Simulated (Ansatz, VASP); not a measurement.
**One calculation of Ti4Al9, two programs**

The input INCAR:

```
PREC     = Accurate       # precision mode
ENCUT    = 520            # plane-wave cutoff, eV
EDIFF    = 1E-6           # SCF threshold, eV
ISMEAR   = 1              # smearing method
SIGMA    = 0.2            # smearing width, eV
LREAL    = False          # projectors in reciprocal space
LASPH    = True           # aspherical terms in the spheres
NELM     = 80             # most SCF steps
ALGO     = Normal         # electronic algorithm
ISIF     = 2              # what is computed and relaxed
LWAVE    = False          # write WAVECAR
LCHARG   = True           # write CHGCAR
LDIPOL   = True         
IDIPOL   = 3            
DIPOL    = 0.5 0.5 0.500
GGA      = PS             # functional
LELF     = True           # ELF
LVHAR    = True         
LVACPOTAV= True         
NBANDS   = 50             # bands
```

Contents of KPOINTS:

```
regular mesh
0
Gamma
  9 6 1
```

Contents of POSCAR:

```
Ti4Al9
1.0
    3.9724249786      0.0000000000      0.0000000000
    0.0000000000      6.3340202875      0.0000000000
    0.0000000000      0.0000000000     22.4223014059
Al Ti
9 4
Direct
    0.0000000000      0.8103778562      0.3344884124
    0.5000000000      0.1233989978      0.3631059885
    0.5000000000      0.7155667843      0.4172442062
    0.5000000000      0.3077345708      0.4713824239
    0.0000000000      0.6207557124      0.5000000000
    0.5000000000      0.9337768540      0.5286175761
    0.5000000000      0.5259446405      0.5827557938
    0.5000000000      0.1181124270      0.6368940115
    0.0000000000      0.4311335686      0.6655115876
    0.0000000000      0.4327495880      0.3913879890
    0.0000000000      0.9983839807      0.4431004235
    0.0000000000      0.2431274442      0.5568995765
    0.0000000000      0.8087618369      0.6086120110
```

Input for Ansatz:

```yaml
crystal:
  lattice:
    - [3.9724249786, 0.0, 0.0]
    - [0.0, 6.3340202875, 0.0]
    - [0.0, 0.0, 22.4223014059]
  atoms:
    - { symbol: Al, position: [0.0, 0.8103778562, 0.3344884124] }
    - { symbol: Al, position: [0.5, 0.1233989978, 0.3631059885] }
    - { symbol: Ti, position: [0.0, 0.432749588, 0.391387989] }
    - { symbol: Al, position: [0.5, 0.7155667843, 0.4172442062] }
    - { symbol: Ti, position: [0.0, 0.9983839807, 0.4431004235] }
    - { symbol: Al, position: [0.5, 0.3077345708, 0.4713824239] }
    - { symbol: Al, position: [0.0, 0.6207557124, 0.5] }
    - { symbol: Al, position: [0.5, 0.933776854, 0.5286175761] }
    - { symbol: Ti, position: [0.0, 0.2431274442, 0.5568995765] }
    - { symbol: Al, position: [0.5, 0.5259446405, 0.5827557938] }
    - { symbol: Ti, position: [0.0, 0.8087618369, 0.608612011] }
    - { symbol: Al, position: [0.5, 0.118112427, 0.6368940115] }
    - { symbol: Al, position: [0.0, 0.4311335686, 0.6655115876] }
basis:
  ecutwfc: 420
kpoints:
  mp_grid: { grid: [9, 6, 1] }
hamiltonian:
  xc: pbesol
scf:
  occupations: { method: cold, width: 0.2 }
output:
  forces: true
  stress: true
  eigenvalues: true
efield:
  axis: 3
  dipole_correction: true
  ramp_width: 0.04
```

Alike in both runs: task single point; functional PBEsol; k mesh 9 × 6 × 1; no spin polarisation.

|  | VASP | Ansatz |
| --- | --- | --- |
| version | VASP 6.6.1 | Ansatz 0.2.0 |
| potentials or method | VASP PAW PBE potentials, release 64 (Al, Ti_sv), cutoff 520 eV | scalar-relativistic, plane waves, PAW |
| occupations | methfessel-paxton of order 1, width 0.2 eV | cold, width 0.2 eV |
| valence electrons in the cell | 75 | 75 |

VASP gave:

| Property | Result |
| --- | --- |
| gap on the k mesh at the Fermi level (eV) | none |
| rms of the force components (eV/Å) | 0.261 |
| work function, face that differs most (eV) | 4.51 |

Question: What did Ansatz give for the same quantities?

Answer: gap on the k mesh at the Fermi level (eV): none; rms of the force components (eV/Å): 0.257; work function, face that differs most (eV): 4.50.

VASP's potentials were made for PBE, not for PBEsol. A gap of «none» marks a metal or a gap that the smearing closes.
